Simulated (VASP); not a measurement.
# Be5Te2 (P3m1) in VASP: notebook

Be5Te2 is run at these levels: PBE; tasks: single point, relaxation of cell and atoms.

Program: VASP 6.6.1. These are calculated values, not measurements. Logs are shortened: lines on timing, memory, paths and dates and some standing lists are left out, and cuts for length are marked.

## (1) The cell of the first run

Symmetry: P3m1, No. 156, trigonal system. Conventional cell: a = 3.828 Å, b = 3.828 Å, c = 9.215 Å, α = 90.00°, β = 90.00°, γ = 120.00°. Be (site symmetry 3m) has 7 Be at 2.19 to 2.26 Å within 2.9 Å. Within 2.9 Å of Be (site symmetry 3m) lie 4 Be at 2.19 to 2.81 Å and 3 Te at 2.44 Å. Within 3.0 Å of Be (site symmetry 3m) lie 9 Be at 2.25 to 2.81 Å and 1 Te at 2.77 Å. Within 2.9 Å of Be (site symmetry 3m) lie 6 Be at 2.21 to 2.25 Å and 1 Te at 2.65 Å. Within 3.1 Å of Be (site symmetry 3m) lie 4 Te at 2.38 to 2.50 Å. Te (site symmetry 3m) has 4 Be at 2.38 to 2.65 Å within 3.1 Å. Te (site symmetry 3m) has 5 Be at 2.44 to 2.77 Å within 3.2 Å.

## (2) Single point, PBE

INCAR reads:

```
SYSTEM = Be5Te2
PREC = Accurate ; ENCUT = 520
EDIFF = 1E-6 ; ISMEAR = 0
SIGMA = 0.2 ; LREAL = .False.
LASPH = .True. ; NELM = 60
ALGO = Normal ; ISIF = 2
LWAVE = .False. ; LCHARG = .False.
GGA = PE ; NBANDS = 20
```

KPOINTS reads:

```
regular mesh
0
Gamma
  5 5 2
  0 0 0
```

POSCAR reads:

```
Be5Te2
1.0
    3.8279416791      0.0000000000      0.0000000000
   -1.9139708396      3.3150947383      0.0000000000
    0.0000000000      0.0000000000      9.2147960111
Be Te
5 2
Direct
    0.0000000000      0.0000000000      0.0004504245
    0.0000000000      0.0000000000      0.7622835380
    0.6666666667      0.3333333333     -0.0493951614
    0.3333333333      0.6666666667     -0.0047980511
    0.6666666667      0.3333333333      0.3786650930
    0.3333333333      0.6666666667      0.2827293628
    0.6666666667      0.3333333333      0.6500647943
```

Potentials or basis: VASP PAW PBE potentials, release 64 (Be, Te).

Run with:

```sh
> cat potpaw_PBE.64/Be/POTCAR potpaw_PBE.64/Te/POTCAR > POTCAR
> mpirun -np 1 vasp_std > vasp.out
```

OUTCAR:

```text
SYSTEM = Be5Te2
   PREC = Accurate
   ENCUT = 520
   EDIFF = 1E-6
   ISMEAR = 0
   LREAL = .False.
   LASPH = .True.
   NELM = 60
   ISIF = 2
   GGA = PE

 ion  position               nearest neighbor table
   1  0.000  0.000  0.000-   2 2.19   4 2.21   4 2.21   4 2.21   3 2.26   3 2.26   3 2.26
   2  0.000  0.000  0.762-   1 2.19   7 2.44   7 2.44   7 2.44
   3  0.667  0.333  0.951-   4 2.25   4 2.25   4 2.25   1 2.26   1 2.26   1 2.26   7 2.77
   4  0.333  0.667  0.995-   1 2.21   1 2.21   1 2.21   3 2.25   3 2.25   3 2.25   6 2.65
   5  0.667  0.333  0.379-   6 2.38   6 2.38   6 2.38   7 2.50
   6  0.333  0.667  0.283-   5 2.38   5 2.38   5 2.38   4 2.65
   7  0.667  0.333  0.650-   2 2.44   2 2.44   2 2.44   5 2.50   3 2.77

  LATTYP: Found a hexagonal cell.
 ALAT       =     3.8279416791
 C/A-ratio  =     2.4072456645

  Lattice vectors:

 A1 = (   3.8279416791,   0.0000000000,   0.0000000000)
 A2 = (  -1.9139708396,   3.3150947383,   0.0000000000)
 A3 = (   0.0000000000,   0.0000000000,   9.2147960111)

Analysis of symmetry for initial positions (statically):
=====================================================================
 Subroutine PRICEL returns:
 Original cell was already a primitive cell.

 Routine SETGRP: Setting up the symmetry group for a
 hexagonal supercell.

 Subroutine GETGRP returns: Found  6 space group operations
 (whereof  6 operations were pure point group operations)
 out of a pool of 24 trial point group operations.

The static configuration has the point symmetry C_3v.

Analysis of symmetry for dynamics (positions and initial velocities):
=====================================================================
 Subroutine PRICEL returns:
 Original cell was already a primitive cell.

 Routine SETGRP: Setting up the symmetry group for a
 hexagonal supercell.

 Subroutine GETGRP returns: Found  6 space group operations
 (whereof  6 operations were pure point group operations)
 out of a pool of 24 trial point group operations.

The dynamic configuration has the point symmetry C_3v.

 Subroutine INISYM returns: Found  6 space group operations
 (whereof  6 operations are pure point group operations),
 and found     1 'primitive' translations

----------------------------------------------------------------------------------------

                                     Primitive cell

  volume of cell :     116.9357

  direct lattice vectors                    reciprocal lattice vectors
     3.827941679  0.000000000  0.000000000     0.261237000  0.150825252  0.000000000
    -1.913970840  3.315094738  0.000000000     0.000000000  0.301650504  0.000000000
     0.000000000  0.000000000  9.214796011     0.000000000  0.000000000  0.108521122

  length of vectors
     3.827941679  3.827941679  9.214796011     0.301650504  0.301650504  0.108521122

  position of ions in fractional coordinates (direct lattice)
     0.000000000  0.000000000  0.000450425
     0.000000000  0.000000000  0.762283538
     0.666666667  0.333333333  0.950604839
     0.333333333  0.666666667  0.995201949
     0.666666667  0.333333333  0.378665093
     0.333333333  0.666666667  0.282729363
     0.666666667  0.333333333  0.650064794

  ion indices of the primitive-cell ions
   primitive index   ion index
                 1           1
                 2           2
                 3           3
                 4           4
                 5           5
                 6           6
                 7           7

----------------------------------------------------------------------------------------

 KPOINTS: regular mesh

Automatic generation of k-mesh.
 Grid dimensions read from file:
 generate k-points for:    5    5    2

 Generating k-lattice:

  Cartesian coordinates                     Fractional coordinates (reciprocal lattice)
     0.052247400  0.030165050  0.000000000     0.200000000  0.000000000  0.000000000
     0.000000000  0.060330101  0.000000000     0.000000000  0.200000000  0.000000000
     0.000000000  0.000000000  0.054260561     0.000000000  0.000000000  0.500000000

  Length of vectors
     0.060330101  0.060330101  0.054260561

  Shift w.r.t. Gamma in fractional coordinates (k-lattice)
     0.000000000  0.000000000  0.000000000

 Subroutine IBZKPT returns following result:
 ===========================================

 Found     10 irreducible k-points:

 Following reciprocal coordinates:
            Coordinates               Weight
  0.000000  0.000000  0.000000      1.000000
  0.200000  0.000000  0.000000      6.000000
  0.400000  0.000000  0.000000      6.000000
  0.200000  0.200000  0.000000      6.000000
  0.400000  0.200000  0.000000      6.000000
  0.000000  0.000000  0.500000      1.000000
  0.200000  0.000000  0.500000      6.000000
  0.400000  0.000000  0.500000      6.000000
  0.200000  0.200000  0.500000      6.000000
  0.400000  0.200000  0.500000      6.000000
   k-points           NKPTS =     10   k-points in BZ     NKDIM =     10   number of bands    NBANDS=     20
   number of dos      NEDOS =    301   number of ions     NIONS =      7
   total plane-waves  NPLWV =  54880
   dimension x,y,z NGX =    28 NGY =   28 NGZ =   70
   dimension x,y,z NGXF=    56 NGYF=   56 NGZF=  140
   ions per type =               5   2
   NGX,Y,Z   is equivalent  to a cutoff of  12.16, 12.16, 12.63 a.u.
   NGXF,Y,Z  is equivalent  to a cutoff of  24.32, 24.32, 25.26 a.u.
 SYSTEM =  Be5Te2
   PREC   = accura    normal or accurate (medium, high low for compatibility)
   ISTART =      0    job   : 0-new  1-cont  2-samecut
   ICHARG =      2    charge: 1-file 2-atom 10-const
   ISPIN  =      1    spin polarized calculation?
   LNONCOLLINEAR =      F non collinear calculations
   LSORBIT =      F    spin-orbit coupling
   LASPH  =      T    aspherical Exc in radial PAW
   ENCUT  =  520.0 eV  38.22 Ry    6.18 a.u.   7.12  7.12 17.13*2*pi/ulx,y,z
   NELM   =     60;   NELMIN=  2; NELMDL= -5     # of ELM steps
   EDIFF  = 0.1E-05   stopping-criterion for ELM
   LREAL  =      F    real-space projection
   EDIFFG = 0.1E-04   stopping-criterion for IOM
   NSW    =      0    number of steps for IOM
   IBRION =     -1    ionic relax: 0-MD 1-quasi-New 2-CG
   NFREE  =      0    steps in history (QN), initial steepest desc. (CG)
   ISIF   =      2    stress and relaxation
   ISYM   =      2    0-nonsym 1-usesym 2-fastsym
   POTIM  = 0.5000    time-step for ionic-motion
   TEBEG  =    0.0;   TEEND  =   0.0 temperature during run
   PSTRESS=    0.0 pullay stress
   NELECT =      22.0000    total number of electrons
   NUPDOWN=      -1.0000    fix difference up-down
   EMIN   =  10.00;   EMAX   =-10.00  energy-range for DOS
   EFERMI =   0.00;   METHOD = LEGACY
   ISMEAR =     0;   SIGMA  =   0.20  broadening in eV -4-tet -1-fermi 0-gaus
   EFERMI_NEDOS =   21; number of points for ismear=-14 and -15
   IALGO  =     38    algorithm
   IMIX   =      4    mixing-type and parameters
     AMIX     =   0.40;   BMIX     =  1.00
     AMIX_MAG =   1.60;   BMIX_MAG =  1.00
  volume/ion in A,a.u.               =      16.71       112.73
  Fermi-wavevector in a.u.,A,eV,Ry     =   0.938066  1.772688 11.972689  0.879968
  Thomas-Fermi vector in A             =   2.065240
   LORBIT       =      0    0 simple, 1 ext, 2 COOP (PROOUT), +10 PAW based schemes
   GGA     = PE    functional components
   LHFCALC =     F    Hartree Fock is set to
   AEXX    =    0.0000 exact exchange contribution
   IVDW    =     0    specifies the selected vdW correction
   LEPSILON=     F    determine dielectric tensor
   LRPA    =     F    only Hartree local field effects (RPA)
 non-spin polarized calculation
 Gauss-broadening in eV      SIGMA  =   0.20
  energy-cutoff  :      520.00
  volume of cell :      116.94
 maximum number of plane-waves:      3170
   NGX = 15   NGY = 15   NGZ = 35

 number of electron      22.0000000 magnetization

 Free energy of the ion-electron system (eV)
  ---------------------------------------------------
  ext. energy  EPLUGINS =         0.00000000
  ---------------------------------------------------
  free energy    TOTEN  =       -23.97274870 eV

  energy without entropy =      -23.92912277  energy(sigma->0) =      -23.95093573

 E-fermi :   5.8185     XC(G=0):  -9.3956

 val. band max:        5.7009832259   @ k =   0.2000   0.0000   0.0000
 cond. band min:       5.8650689125   @ k =   0.4000   0.0000   0.0000
 fundamental gap:      0.1640856865
 Fermi energy:         5.8184677831

 k-point     1 :       0.0000    0.0000    0.0000
  band No.  band energies     occupation
      1      -7.3462      2.00000
      2      -6.7538      2.00000
      3      -2.1830      2.00000
      4       1.2119      2.00000
      5       1.4584      2.00000
      6       4.4737      2.00000
[... 12 lines left out ...]
     19      10.2193      0.00000
     20      10.2316      0.00000

 k-point     2 :       0.2000    0.0000    0.0000
  band No.  band energies     occupation
      1      -6.9783      2.00000
      2      -6.4234      2.00000
      3      -1.7700      2.00000
      4       1.3784      2.00000
      5       1.6561      2.00000
      6       2.3819      2.00000
[... 12 lines left out ...]
     19      10.7866      0.00000
     20      11.4144      0.00000
[... 143 lines left out ...]
      3      -0.7984      2.00000
      4       0.5196      2.00000
      5       0.9890      2.00000
      6       1.1704      2.00000
[... 12 lines left out ...]
     19      10.7963      0.00000
     20      11.6591      0.00000

 k-point    10 :       0.4000    0.2000    0.5000
  band No.  band energies     occupation
      1      -5.7726      2.00000
      2      -5.5661      2.00000
      3      -0.3830      2.00000
      4      -0.3652      2.00000
      5       0.8923      2.00000
      6       1.2905      2.00000
[... 12 lines left out ...]
     19      11.4506      0.00000
     20      11.9995      0.00000

------------------------ aborting loop because EDIFF is reached ----------------------------------------

  FORCE on cell =-STRESS in cart. coord.  units (eV):
  Direction    XX          YY          ZZ          XY          YZ          ZX
  --------------------------------------------------------------------------------------
  -------------------------------------------------------------------------------------
  Total        0.1439024      0.1439024      0.0062814     -0.0000000      0.0000000     -0.0000000
  in kB        1.9716584      1.9716584      0.0860632     -0.0000000      0.0000000     -0.0000000
  external PRESSURE =       1.3431267 kB  Pullay stress =       0.0000000 kB

 VOLUME and BASIS-vectors are now :
 -----------------------------------------------------------------------------
  energy-cutoff  :      520.00
  volume of cell :      116.94
      direct lattice vectors                 reciprocal lattice vectors
     3.827941679  0.000000000  0.000000000     0.261237000  0.150825252  0.000000000
    -1.913970840  3.315094738  0.000000000     0.000000000  0.301650504  0.000000000
     0.000000000  0.000000000  9.214796011     0.000000000  0.000000000  0.108521122

 POSITION                                       TOTAL-FORCE (eV/Angst)
 -----------------------------------------------------------------------------------
      0.00000      0.00000      0.00415         0.000000      0.000000     -0.034830
      0.00000      0.00000      7.02429        -0.000000      0.000000      0.047782
      1.91397      1.10503      8.75963         0.000000      0.000000     -0.023268
     -0.00000      2.21006      9.17058         0.000000     -0.000000      0.022533
      1.91397      1.10503      3.48932         0.000000      0.000000      0.030495
     -0.00000      2.21006      2.60529         0.000000      0.000000      0.009170
      1.91397      1.10503      5.99021        -0.000000     -0.000000     -0.051883
 -----------------------------------------------------------------------------------
    total drift:                               -0.000000      0.000000     -0.000212

  FREE ENERGIE OF THE ION-ELECTRON SYSTEM (eV)
  ---------------------------------------------------
  free  energy   TOTEN  =       -23.9727486964 eV

  energy  without entropy=      -23.9291227688  energy(sigma->0) =      -23.95093573
```

Wall time 27 s (1 thread of AMD EPYC 7R43 (Zen 3), shared host); peak memory 0.19 GiB.

Results:

```yaml
Free_energy: -23.9727 eV
Pressure: 0.1 GPa
Largest_force: 0.052 eV/Å
Band_gap_on_the_k_mesh: zero (band 11 reaches 7.32 eV, above the bottom of band 12 at 5.87 eV)
```

Forces in eV/Å, atoms in the order of the input:
```
Be   0.000  0.000 -0.035
Be   0.000  0.000  0.048
Be   0.000  0.000 -0.023
Be   0.000  0.000  0.023
Be   0.000  0.000  0.030
Te   0.000  0.000  0.009
Te   0.000  0.000 -0.052
```

Stress tensor (GPa, compression positive):
```
0.20 0.00 0.00
0.00 0.20 0.00
0.00 0.00 0.01
```

Caveat: the k points lie up to 0.38 Å⁻¹ apart; spin-orbit coupling is left out, which moves the levels of the heavy elements.

## (3) Single point, PBE

This run uses another cell than the first one, of 16.62 Å³/atom, 0.995 times its volume.

INCAR reads:

```
PREC = Accurate
ENCUT = 520
EDIFF = 1E-6
ISMEAR = 0
SIGMA = 0.2
LREAL = F
LASPH = T
NELM = 60
ALGO = Fast
ISIF = 2
LWAVE = F
LCHARG = F
GGA = PE
NBANDS = 20
```

KPOINTS reads:

```
Automatic mesh
0
Gamma
  6 6 4
```

POSCAR reads:

```
Be5Te2
1.0
    3.8317712820      0.0000000000      0.0000000000
   -1.9158856410      3.3184112717      0.0000000000
    0.0000000000      0.0000000000      9.1517447365
Be Te
5 2
Direct
    0.0000000000      0.0000000000      0.0004677129
    1.0000000000      0.0000000000      0.7612369011
    0.6666666667      0.3333333333      0.9515851924
    0.3333333333      0.6666666667      0.9973107631
    0.6666666667      0.3333333333      0.3781226579
    0.3333333333      0.6666666667      0.2820000429
    0.6666666667      0.3333333333      0.6492767297
```

Potentials or basis: VASP PAW PBE potentials, release 64 (Be, Te).

Run with:

```sh
> cat potpaw_PBE.64/Be/POTCAR potpaw_PBE.64/Te/POTCAR > POTCAR
> mpirun -np 1 vasp_std > vasp.out
```

OUTCAR:

```text
PREC = Accurate
   ENCUT = 520
   EDIFF = 1E-6
   ISMEAR = 0
   LREAL = F
   LASPH = T
   NELM = 60
   ISIF = 2
   GGA = PE

 ion  position               nearest neighbor table
   1  0.000  0.000  0.000-   2 2.19   4 2.21   4 2.21   4 2.21   3 2.26   3 2.26   3 2.26
   2  0.000  0.000  0.761-   1 2.19   7 2.44   7 2.44   7 2.44
   3  0.667  0.333  0.952-   4 2.25   4 2.25   4 2.25   1 2.26   1 2.26   1 2.26   7 2.77
   4  0.333  0.667  0.997-   1 2.21   1 2.21   1 2.21   3 2.25   3 2.25   3 2.25   6 2.61
   5  0.667  0.333  0.378-   6 2.38   6 2.38   6 2.38   7 2.48
   6  0.333  0.667  0.282-   5 2.38   5 2.38   5 2.38   4 2.61
   7  0.667  0.333  0.649-   2 2.44   2 2.44   2 2.44   5 2.48   3 2.77
[... 760 lines left out ...]
  Total        0.1905717      0.1905717     -0.0379514      0.0000000     -0.0000000      0.0000000
  in kB        2.6238270      2.6238270     -0.5225218      0.0000000     -0.0000000      0.0000000
  external PRESSURE =       1.5750440 kB  Pullay stress =       0.0000000 kB

 VOLUME and BASIS-vectors are now :
 -----------------------------------------------------------------------------
  energy-cutoff  :      520.00
  volume of cell :      116.37
      direct lattice vectors                 reciprocal lattice vectors
     3.831771282  0.000000000  0.000000000     0.260975911  0.150674512  0.000000000
    -1.915885641  3.318411272  0.000000000     0.000000000  0.301349025  0.000000000
     0.000000000  0.000000000  9.151744736     0.000000000  0.000000000  0.109268782

 POSITION                                       TOTAL-FORCE (eV/Angst)
 -----------------------------------------------------------------------------------
      0.00000      0.00000      0.00428        -0.000000      0.000000     -0.016839
      0.00000      0.00000      6.96665        -0.000000     -0.000000      0.036438
      1.91589      1.10614      8.70866        -0.000000     -0.000000     -0.015947
     -0.00000      2.21227      9.12713        -0.000000      0.000000      0.023290
      1.91589      1.10614      3.46048        -0.000000     -0.000000      0.019138
     -0.00000      2.21227      2.58079         0.000000      0.000000     -0.026584
      1.91589      1.10614      5.94201         0.000000      0.000000     -0.019496
 -----------------------------------------------------------------------------------
    total drift:                               -0.000000      0.000000     -0.000251

  FREE ENERGIE OF THE ION-ELECTRON SYSTEM (eV)
  ---------------------------------------------------
  free  energy   TOTEN  =       -23.9983009761 eV

  energy  without entropy=      -23.9578917660  energy(sigma->0) =      -23.97809637
```

OSZICAR:

```text
N       E                     dE             d eps       ncg     rms          rms(c)
DAV:   1     0.549667597399E+02    0.54967E+02   -0.84311E+03   960   0.901E+02
DAV:   2    -0.208585681571E+02   -0.75825E+02   -0.73122E+02  1192   0.142E+02
DAV:   3    -0.256559623724E+02   -0.47974E+01   -0.47266E+01  1320   0.368E+01
DAV:   4    -0.257363484431E+02   -0.80386E-01   -0.80287E-01  1328   0.481E+00
DAV:   5    -0.257378132976E+02   -0.14649E-02   -0.14647E-02  1324   0.640E-01    0.760E+00
RMM:   6    -0.242149727782E+02    0.15228E+01   -0.11028E+00  1056   0.324E+00    0.453E+00
RMM:   7    -0.240062246255E+02    0.20875E+00   -0.54187E-01  1145   0.242E+00    0.206E+00
RMM:   8    -0.239970251343E+02    0.91995E-02   -0.76687E-02  1233   0.132E+00    0.444E-01
RMM:   9    -0.239980177327E+02   -0.99260E-03   -0.92776E-03  1266   0.568E-01    0.120E-01
RMM:  10    -0.239982332519E+02   -0.21552E-03   -0.16163E-03  1265   0.217E-01    0.512E-02
RMM:  11    -0.239982892575E+02   -0.56006E-04   -0.30839E-04  1284   0.102E-01    0.205E-02
RMM:  12    -0.239983004695E+02   -0.11212E-04   -0.70092E-05  1306   0.464E-02    0.960E-03
RMM:  13    -0.239983008672E+02   -0.39775E-06   -0.11733E-05  1271   0.197E-02    0.342E-03
RMM:  14    -0.239983009761E+02   -0.10891E-06   -0.23506E-06   957   0.895E-03
   1 F= -.23998301E+02 E0= -.23978096E+02  d E =-.404092E-01
```

It took 59 s on 1 thread of AMD EPYC 7R43 (Zen 3), shared host; peak memory 0.2 GiB.

What came out:

```yaml
Free_energy: -23.9983 eV
Pressure: 0.2 GPa
Largest_force: 0.036 eV/Å
Band_gap_on_the_k_mesh: zero (band 11 reaches 7.39 eV, above the bottom of band 12 at 5.67 eV)
```

Forces on the atoms (eV/Å):
```
Be   0.000  0.000 -0.017
Be   0.000  0.000  0.036
Be   0.000  0.000 -0.016
Be   0.000  0.000  0.023
Be   0.000  0.000  0.019
Te   0.000  0.000 -0.027
Te   0.000  0.000 -0.019
```

Caveat: spin-orbit coupling is left out, which moves the levels of the heavy elements.

(Continued in part 2 of 2.)
